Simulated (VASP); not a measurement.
SnO, 4 atoms in the cell. Symmetry: P4/nmm, No. 129, tetragonal system. Conventional cell: a = 3.708 Å, b = 3.708 Å, c = 4.436 Å, α = 90.00°, β = 90.00°, γ = 90.00°. Within 2.9 Å of Sn (site symmetry 4mm) lie 4 O at 2.18 Å. Within 2.9 Å of O (site symmetry -4m2) lie 4 Sn at 2.18 Å and 4 O at 2.62 Å. 

- Program: VASP 6.6.1
- Task: relaxation of shape and atoms at fixed volume
- Functional: PBEsol
- Dispersion: D3(BJ)
- Potentials or basis: VASP PAW PBE potentials, release 64 (Sn_d, O)
- Cutoff: 600 eV
- k mesh: 12 × 12 × 10
- Occupations: gaussian, width 0.1 eV
- Spin: no spin polarisation
- Dipole correction: no
- Further INCAR settings: ALGO = Normal; EDIFF = 1e-07; IBRION = 2; EDIFFG = -0.01; NSW = 50; ISIF = 4

Potentials or basis: VASP PAW PBE potentials, release 64 (Sn_d, O).

Command:

```sh
$ cat potpaw_PBE.64/Sn_d/POTCAR potpaw_PBE.64/O/POTCAR > POTCAR
$ mpirun -np 1 vasp_std > vasp.out
```

Hardware: 1 thread of AMD EPYC 9R45 96-Core Processor (Zen 5) (shared host).

Task: Estimate the wall time of this run.

Result: Wall time 5.6 min on 1 thread of AMD EPYC 9R45 96-Core Processor (Zen 5), on a shared host, peak memory 0.35 GiB. Counts: scf iterations 43, k points 168, ion steps 5.
